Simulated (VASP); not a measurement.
Crystal: BaZrS3.

```
CELL_PARAMETERS angstrom
7.13449 0.00000 0.00000
0.00000 10.04182 0.00000
0.00000 0.00000 7.06356
ATOMIC_POSITIONS crystal
Ba 0.04303 0.25000 0.00875
Ba 0.45697 0.75000 0.50875
Ba 0.54303 0.25000 0.49125
Ba 0.95697 0.75000 0.99125
Zr 0.00000 0.00000 0.50000
Zr 0.50000 0.00000 0.00000
Zr 0.50000 0.50000 0.00000
Zr 0.00000 0.50000 0.50000
S 0.99416 0.25000 0.56090
S 0.50584 0.75000 0.06090
S 0.49416 0.25000 0.93910
S 0.00584 0.75000 0.43910
S 0.21326 0.96818 0.78662
S 0.28674 0.03182 0.28662
S 0.71326 0.53182 0.71338
S 0.78674 0.46818 0.21338
S 0.78674 0.03182 0.21338
S 0.71326 0.96818 0.71338
S 0.28674 0.46818 0.28662
S 0.21326 0.53182 0.78662
```

- Program: VASP 6.6.1
- Task: relaxation of cell and atoms
- Functional: PBE
- Dispersion: D3(BJ)
- Potentials or basis: VASP PAW PBE potentials, release 64 (Ba_sv, Zr_sv, S)
- Cutoff: 600 eV
- k mesh: 4 × 4 × 4
- Occupations: gaussian, width 0.03 eV
- Spin: no spin polarisation

At the start: pressure -1.8 GPa; volume 25.30 Å³/atom.

Task: Where does the relaxation end?

Result: Over 18 steps the energy falls by 4.1 meV/atom and the volume is 24.64 Å³/atom (-2.6 %); space group Pnma (No. 62, to 0.1 Å) before and after.

Step by step:
| step | energy change (eV) | largest force (eV/Å) | pressure (GPa) | volume (Å³) |
| --- | --- | --- | --- | --- |
| 1 | 0.0000 | 0.0357 | -1.83 | 506.06 |
| 2 | -0.0356 | 0.0725 | 1.41 | 485.13 |
| 3 | -0.0726 | 0.0464 | 0.00 | 493.68 |
| 4 | -0.0726 | 0.0471 | 0.04 | 493.44 |
| 5 | -0.0736 | 0.0421 | 0.04 | 493.37 |
| 6 | -0.0762 | 0.0299 | 0.04 | 493.17 |
| 7 | -0.0781 | 0.0368 | 0.05 | 492.77 |
| 8 | -0.0792 | 0.0403 | -0.04 | 493.32 |
| 9 | -0.0793 | 0.0419 | -0.08 | 493.56 |
| 10 | -0.0800 | 0.0353 | 0.03 | 492.80 |
| 11 | -0.0800 | 0.0339 | 0.06 | 492.64 |
| 12 | -0.0808 | 0.0213 | 0.03 | 492.84 |
| 13 | -0.0810 | 0.0203 | 0.02 | 492.95 |
| 14 | -0.0810 | 0.0275 | -0.02 | 493.16 |
| 15 | -0.0810 | 0.0240 | 0.00 | 493.06 |
| 16 | -0.0814 | 0.0114 | -0.01 | 493.13 |
| 17 | -0.0816 | 0.0106 | -0.02 | 493.20 |
| 18 | -0.0817 | 0.0085 | 0.04 | 492.77 |

Final structure:
```xyz
20
Lattice="7.0828 0.0000 0.0000 0.0000 9.9535 0.0000 0.0000 0.0000 6.9897" Properties=species:S:1:pos:R:3 pbc="T T T"
Ba    0.3423    2.4884    0.0692
Ba    3.1991    7.4651    3.5641
Ba    3.8837    2.4884    3.4256
Ba    6.7405    7.4651    6.9205
Zr    0.0000    0.0000    3.4949
Zr    3.5414    0.0000    6.9897
Zr    3.5414    4.9767    6.9897
Zr    0.0000    4.9767    3.4949
S     7.0528    2.4884    3.9442
S     3.5714    7.4651    0.4494
S     3.5114    2.4884    6.5404
S     0.0300    7.4651    3.0455
S     1.4947    9.6181    5.5156
S     2.0467    0.3354    2.0207
S     5.0361    5.3121    4.9690
S     5.5881    4.6413    1.4741
S     5.5881    0.3354    1.4741
S     5.0361    9.6181    4.9690
S     2.0467    4.6413    2.0207
S     1.4947    5.3121    5.5156
```
